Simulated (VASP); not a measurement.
# TiAl (P-6m2) in VASP: notebook

Runs on TiAl. Level: r2SCAN. Tasks: single point.

Everything below comes from runs of VASP 6.6.1. Logs are shortened: lines on timing, memory, paths and dates and some standing lists are left out, and cuts for length are marked.

## (1) The cell of the first run

The structure is hexagonal, space group P-6m2 (No. 187). Conventional cell: a = 2.886 Å, b = 2.886 Å, c = 4.709 Å, α = 90.00°, β = 90.00°, γ = 120.00°. Ti (site symmetry -6m2) has 6 Al at 2.88 Å and 6 Ti at 2.89 Å within 3.8 Å. Within 3.8 Å of Al (site symmetry -6m2) lie 6 Ti at 2.88 Å and 6 Al at 2.89 Å.

## (2) Single point, r2SCAN

POSCAR

```
TiAl
1.0
    2.8862512777      0.0000000000      0.0000000000
   -1.4431256388      2.4995669282      0.0000000000
    0.0000000000      0.0000000000      4.7090645850
Ti Al
1 1
Direct
    0.0000000000      0.0000000000      0.0000000000
    0.3333333333      0.6666666667      0.5000000000
```

INCAR.step1

```
PREC = Accurate
ENCUT = 520
ISMEAR = -1
SIGMA = 0.05
LREAL = False
LASPH = True
NELM = 100
NBANDS = 14
GGA = PE
ALGO = Normal
EDIFF = 1E-4
LWAVE = True
LCHARG = False
```

INCAR.step2

```
PREC = Accurate
ENCUT = 520
EDIFF = 1E-7
ISMEAR = -1
SIGMA = 0.05
LREAL = False
LASPH = True
NELM = 100
ALGO = Normal
ISIF = 2
LWAVE = False
LCHARG = False
METAGGA = R2SCAN
LMIXTAU = True
NBANDS = 14
ISTART = 1
```

KPOINTS

```
regular mesh
0
Gamma
  11 11 6
```

Potentials or basis: VASP PAW PBE potentials, release 64 (Ti_sv, Al).

Started as:

```bash
> cat potpaw_PBE.64/Ti_sv/POTCAR potpaw_PBE.64/Al/POTCAR > POTCAR
> cp INCAR.step1 INCAR
> mpirun -np 1 vasp_std > vasp.out
> cp INCAR.step2 INCAR
> mpirun -np 1 vasp_std > vasp.out
```

OUTCAR:

```text
PREC = Accurate
   ENCUT = 520
   EDIFF = 1E-7
   ISMEAR = -1
   LREAL = False
   LASPH = True
   NELM = 100
   ISIF = 2
   METAGGA = R2SCAN
   ISTART = 1

 ion  position               nearest neighbor table
   1  0.000  0.000  0.000-   2 2.88   2 2.88   2 2.88   2 2.88   2 2.88   2 2.88
   2  0.333  0.667  0.500-   1 2.88   1 2.88   1 2.88   1 2.88   1 2.88   1 2.88

  LATTYP: Found a hexagonal cell.
 ALAT       =     2.8862512777
 C/A-ratio  =     1.6315504549

  Lattice vectors:

 A1 = (   2.8862512777,   0.0000000000,   0.0000000000)
 A2 = (  -1.4431256388,   2.4995669282,   0.0000000000)
 A3 = (   0.0000000000,   0.0000000000,   4.7090645850)

Analysis of symmetry for initial positions (statically):
=====================================================================
 Subroutine PRICEL returns:
 Original cell was already a primitive cell.

 Routine SETGRP: Setting up the symmetry group for a
 hexagonal supercell.

 Subroutine GETGRP returns: Found 12 space group operations
 (whereof 12 operations were pure point group operations)
 out of a pool of 24 trial point group operations.

The static configuration has the point symmetry D_3h.

Analysis of symmetry for dynamics (positions and initial velocities):
=====================================================================
 Subroutine PRICEL returns:
 Original cell was already a primitive cell.

 Routine SETGRP: Setting up the symmetry group for a
 hexagonal supercell.

 Subroutine GETGRP returns: Found 12 space group operations
 (whereof 12 operations were pure point group operations)
 out of a pool of 24 trial point group operations.

The dynamic configuration has the point symmetry D_3h.

 Subroutine INISYM returns: Found 12 space group operations
 (whereof 12 operations are pure point group operations),
 and found     1 'primitive' translations

----------------------------------------------------------------------------------------

                                     Primitive cell

  volume of cell :      33.9730

  direct lattice vectors                    reciprocal lattice vectors
     2.886251278  0.000000000  0.000000000     0.346470180  0.200034652  0.000000000
    -1.443125639  2.499566928  0.000000000     0.000000000  0.400069303  0.000000000
     0.000000000  0.000000000  4.709064585     0.000000000  0.000000000  0.212356399

  length of vectors
     2.886251278  2.886251278  4.709064585     0.400069303  0.400069303  0.212356399

  position of ions in fractional coordinates (direct lattice)
     0.000000000  0.000000000  0.000000000
     0.333333333  0.666666667  0.500000000

  ion indices of the primitive-cell ions
   primitive index   ion index
                 1           1
                 2           2

----------------------------------------------------------------------------------------

 KPOINTS: regular mesh

Automatic generation of k-mesh.
 Grid dimensions read from file:
 generate k-points for:   11   11    6

 Generating k-lattice:

  Cartesian coordinates                     Fractional coordinates (reciprocal lattice)
     0.031497289  0.018184968  0.000000000     0.090909091  0.000000000  0.000000000
     0.000000000  0.036369937  0.000000000     0.000000000  0.090909091  0.000000000
     0.000000000  0.000000000  0.035392733     0.000000000  0.000000000  0.166666667

  Length of vectors
     0.036369937  0.036369937  0.035392733

  Shift w.r.t. Gamma in fractional coordinates (k-lattice)
     0.000000000  0.000000000  0.000000000

 Subroutine IBZKPT returns following result:
 ===========================================

 Found     64 irreducible k-points:

 Following reciprocal coordinates:
            Coordinates               Weight
  0.000000  0.000000  0.000000      1.000000
  0.090909 -0.000000  0.000000      6.000000
  0.181818 -0.000000  0.000000      6.000000
  0.272727 -0.000000  0.000000      6.000000
  0.363636  0.000000  0.000000      6.000000
  0.454545  0.000000  0.000000      6.000000
[... 16 lines left out ...]
  0.090909  0.090909  0.166667     12.000000
  0.181818  0.090909  0.166667     24.000000
 [... further k-points ...]
   k-points           NKPTS =     64   k-points in BZ     NKDIM =     64   number of bands    NBANDS=     14
   number of dos      NEDOS =    301   number of ions     NIONS =      2
   total plane-waves  NPLWV =  20736
   dimension x,y,z NGX =    24 NGY =   24 NGZ =   36
   dimension x,y,z NGXF=    48 NGYF=   48 NGZF=   72
   ions per type =               1   1
   NGX,Y,Z   is equivalent  to a cutoff of  13.82, 13.82, 12.71 a.u.
   NGXF,Y,Z  is equivalent  to a cutoff of  27.65, 27.65, 25.42 a.u.
 SYSTEM =  unknown system
   PREC   = accura    normal or accurate (medium, high low for compatibility)
   ISTART =      1    job   : 0-new  1-cont  2-samecut
   ICHARG =      0    charge: 1-file 2-atom 10-const
   ISPIN  =      1    spin polarized calculation?
   LNONCOLLINEAR =      F non collinear calculations
   LSORBIT =      F    spin-orbit coupling
   LASPH  =      T    aspherical Exc in radial PAW
   ENCUT  =  520.0 eV  38.22 Ry    6.18 a.u.   5.37  5.37  8.76*2*pi/ulx,y,z
   NELM   =    100;   NELMIN=  2; NELMDL=  0     # of ELM steps
   EDIFF  = 0.1E-06   stopping-criterion for ELM
   LREAL  =      F    real-space projection
   EDIFFG = 0.1E-05   stopping-criterion for IOM
   NSW    =      0    number of steps for IOM
   IBRION =     -1    ionic relax: 0-MD 1-quasi-New 2-CG
   NFREE  =      0    steps in history (QN), initial steepest desc. (CG)
   ISIF   =      2    stress and relaxation
   ISYM   =      2    0-nonsym 1-usesym 2-fastsym
   POTIM  = 0.5000    time-step for ionic-motion
   TEBEG  =    0.0;   TEEND  =   0.0 temperature during run
   PSTRESS=    0.0 pullay stress
   NELECT =      15.0000    total number of electrons
   NUPDOWN=      -1.0000    fix difference up-down
   EMIN   =  10.00;   EMAX   =-10.00  energy-range for DOS
   EFERMI =   0.00;   METHOD = LEGACY
   ISMEAR =    -1;   SIGMA  =   0.05  broadening in eV -4-tet -1-fermi 0-gaus
   EFERMI_NEDOS =   21; number of points for ismear=-14 and -15
   IALGO  =     38    algorithm
   IMIX   =      4    mixing-type and parameters
     AMIX     =   0.40;   BMIX     =  1.00
     AMIX_MAG =   1.60;   BMIX_MAG =  1.00
  volume/ion in A,a.u.               =      16.99       114.63
  Fermi-wavevector in a.u.,A,eV,Ry     =   1.246601  2.355734 21.143638  1.554014
  Thomas-Fermi vector in A             =   2.380771
   LORBIT       =      0    0 simple, 1 ext, 2 COOP (PROOUT), +10 PAW based schemes
   METAGGA = R2SCAN    functional components
   LHFCALC =     F    Hartree Fock is set to
   AEXX    =    0.0000 exact exchange contribution
   IVDW    =     0    specifies the selected vdW correction
   LEPSILON=     F    determine dielectric tensor
   LRPA    =     F    only Hartree local field effects (RPA)
 non-spin polarized calculation
  energy-cutoff  :      520.00
  volume of cell :       33.97
 maximum number of plane-waves:       941
 NGX is ok and might be reduce to    24
   NGX = 11   NGY = 11   NGZ = 17

 number of electron      14.9999997 magnetization

 Free energy of the ion-electron system (eV)
  ---------------------------------------------------
  ext. energy  EPLUGINS =         0.00000000
  ---------------------------------------------------
  free energy    TOTEN  =       -20.23073991 eV

  energy without entropy =      -20.20832691  energy(sigma->0) =      -20.21953341

 E-fermi :   7.6037     XC(G=0): -11.6586

 val. band max:        7.6033006495   @ k =   0.3636   0.2727   0.3333
 cond. band min:       7.6078302714   @ k =   0.3636   0.1818   0.5000
 fundamental gap:      0.0045296220
 Fermi energy:         7.6037292507

 k-point     1 :       0.0000    0.0000    0.0000
  band No.  band energies     occupation
      1     -51.2900      2.00000
      2     -26.5596      2.00000
      3     -26.1507      2.00000
      4     -26.1507      2.00000
      5      -1.7112      2.00000
      6       5.2196      2.00000
      7       5.5622      2.00000
      8       9.0291      0.00000
      9       9.0291      0.00000
     10      10.6156      0.00000
     11      10.6156      0.00000
     12      11.7426      0.00000
     13      21.1635      0.00000
     14      21.1635      0.00000

 k-point     2 :       0.0909   -0.0000    0.0000
  band No.  band energies     occupation
      1     -51.2827      2.00000
      2     -26.5524      2.00000
      3     -26.1968      2.00000
      4     -26.1611      2.00000
      5      -1.4968      2.00000
      6       5.4450      2.00000
      7       5.6064      2.00000
      8       8.8262      0.00000
      9       9.1971      0.00000
     10      10.5589      0.00000
     11      10.6514      0.00000
     12      11.7907      0.00000
     13      18.5709      0.00000
     14      19.7686      0.00000

 k-point     3 :       0.1818   -0.0000    0.0000
  band No.  band energies     occupation
      1     -51.2630      2.00000
      2     -26.5329      2.00000
      3     -26.3195      2.00000
      4     -26.1887      2.00000
      5      -0.8623      2.00000
      6       5.7261      2.00000
      7       6.0362      2.00000
      8       8.3454      0.00000
      9       9.6735      0.00000
     10      10.4097      0.00000
     11      10.7790      0.00000
     12      11.9053      0.00000
     13      15.4782      0.00000
     14      18.3463      0.00000
[... 324 lines left out ...]
 k-point    23 :       0.0909    0.0909    0.1667
  band No.  band energies     occupation
      1     -51.2692      2.00000
      2     -26.5400      2.00000
      3     -26.2783      2.00000
      4     -26.1829      2.00000
      5      -0.9112      2.00000
      6       4.4955      2.00000
      7       6.7757      2.00000
      8       8.4816      0.00000
      9       9.5362      0.00000
     10      10.3473      0.00000
     11      10.3943      0.00000
     12      12.7913      0.00000
     13      16.9675      0.00000
     14      17.4788      0.00000

 k-point    24 :       0.1818    0.0909    0.1667
  band No.  band energies     occupation
      1     -51.2465      2.00000
      2     -26.5174      2.00000
      3     -26.4116      2.00000
      4     -26.2220      2.00000
      5      -0.0949      2.00000
      6       5.0650      2.00000
      7       7.0584      1.99996
      8       7.9832      0.00101
      9      10.0800      0.00000
     10      10.1390      0.00000
     11      10.3003      0.00000
     12      13.0520      0.00000
     13      14.5240      0.00000
     14      16.1570      0.00000

 [... further k-points ...]

------------------------ aborting loop because EDIFF is reached ----------------------------------------

  FORCE on cell =-STRESS in cart. coord.  units (eV):
  Direction    XX          YY          ZZ          XY          YZ          ZX
  --------------------------------------------------------------------------------------
  -------------------------------------------------------------------------------------
  Total       -0.4680395     -0.4680395     -1.0237838     -0.0000000      0.0000000      0.0000000
  in kB      -22.0729050    -22.0729050    -48.2820037     -0.0000000      0.0000000      0.0000000
  external PRESSURE =     -30.8092712 kB  Pullay stress =       0.0000000 kB

 VOLUME and BASIS-vectors are now :
 -----------------------------------------------------------------------------
  energy-cutoff  :      520.00
  volume of cell :       33.97
      direct lattice vectors                 reciprocal lattice vectors
     2.886251278  0.000000000  0.000000000     0.346470180  0.200034652  0.000000000
    -1.443125639  2.499566928  0.000000000     0.000000000  0.400069303  0.000000000
     0.000000000  0.000000000  4.709064585     0.000000000  0.000000000  0.212356399

 POSITION                                       TOTAL-FORCE (eV/Angst)
 -----------------------------------------------------------------------------------
      0.00000      0.00000      0.00000         0.000000      0.000000      0.000000
     -0.00000      1.66638      2.35453        -0.000000     -0.000000      0.000000
 -----------------------------------------------------------------------------------
    total drift:                               -0.000002      0.000001      0.000000

  FREE ENERGIE OF THE ION-ELECTRON SYSTEM (eV)
  ---------------------------------------------------
  free  energy   TOTEN  =       -20.2307399053 eV

  energy  without entropy=      -20.2083269060  energy(sigma->0) =      -20.21953341
```

Wall time 2.1 min (1 thread of Intel Xeon 6975P-C, shared host); peak memory 0.18 GiB.

Results:

```
Free energy : -20.2307 eV
Pressure    : -3.1 GPa
```

Levels at points of the mesh, in eV from the Fermi level:
| k point | band 4 | band 5 | band 6 | band 7 | band 8 | band 9 | band 10 | band 11 |
| --- | --- | --- | --- | --- | --- | --- | --- | --- |
| (0.00, 0.00, 0.00) | -33.75 | -9.31 | -2.38 | -2.04 | 1.43 | 1.43 | 3.01 | 3.01 |
| (0.00, 0.00, 0.50) | -33.75 | -8.40 | -5.56 | -0.39 | 1.44 | 1.44 | 2.94 | 2.94 |

Caveat: the PAW data sets were made with another functional, which shifts forces and pressure a little.

## (3) Single point, r2SCAN

This run uses another cell than the first one, of 17.32 Å³/atom, 1.020 times its volume.

POSCAR

```
TiAl
1.0
    2.9049936943      0.0000000000      0.0000000000
   -1.4524968471      2.5157983370      0.0000000000
    0.0000000000      0.0000000000      4.7396437833
Ti Al
1 1
Direct
    0.0000000000      0.0000000000      0.0000000000
    0.3333333333      0.6666666667      0.5000000000
```

INCAR.step1

```
PREC     = Accurate       # precision mode
ENCUT    = 520            # plane-wave cutoff, eV
ISMEAR   = -1             # smearing method
SIGMA    = 0.05           # smearing width, eV
LREAL    = F              # projectors in reciprocal space
LASPH    = T              # aspherical terms in the spheres
NELM     = 100            # most SCF steps
NBANDS   = 14             # bands
GGA      = PE             # functional
ALGO     = Normal         # electronic algorithm
EDIFF    = 1E-4           # SCF threshold, eV
LWAVE    = T              # write WAVECAR
LCHARG   = F              # write CHGCAR
```

INCAR.step2

```
PREC     = Accurate       # precision mode
ENCUT    = 520            # plane-wave cutoff, eV
EDIFF    = 1E-6           # SCF threshold, eV
ISMEAR   = -1             # smearing method
SIGMA    = 0.05           # smearing width, eV
LREAL    = F              # projectors in reciprocal space
LASPH    = T              # aspherical terms in the spheres
NELM     = 100            # most SCF steps
ALGO     = Normal         # electronic algorithm
ISIF     = 2              # what is computed and relaxed
LWAVE    = F              # write WAVECAR
LCHARG   = F              # write CHGCAR
METAGGA  = R2SCAN         # meta-GGA
LMIXTAU  = T            
NBANDS   = 14             # bands
ISTART   = 1
```

KPOINTS

```
Automatic mesh
0
Gamma
  11 11 6
```

Potentials or basis: VASP PAW PBE potentials, release 64 (Ti_sv, Al).

Started as:

```bash
> cat potpaw_PBE.64/Ti_sv/POTCAR potpaw_PBE.64/Al/POTCAR > POTCAR
> cp INCAR.step1 INCAR
> mpirun -np 1 vasp_std > vasp.out
> cp INCAR.step2 INCAR
> mpirun -np 1 vasp_std > vasp.out
```

It took 95 s on 1 thread of Intel Xeon 6975P-C, shared host; peak memory 0.18 GiB.

It converged, with:

| Quantity | Value |
| --- | --- |
| Free energy | -20.2141 eV |
| Pressure | -5.0 GPa |

Stress tensor (GPa, compression positive):
```
-4.04  0.00  0.00
 0.00 -4.04  0.00
 0.00  0.00 -6.91
```

Levels at points of the mesh, in eV from the Fermi level:
```
           k point  band 5  band 6  band 7  band 8  band 9  band 10  band 11  band 12
(0.00, 0.00, 0.00)   -9.22   -2.36   -2.03    1.40    1.40     2.94     2.94     4.04
(0.00, 0.00, 0.50)   -8.33   -5.51   -0.38    1.41    1.41     2.87     2.87     6.99
```

Caveat: the PAW data sets were made with another functional, which shifts forces and pressure a little.

(Continued in part 2 of 2.)
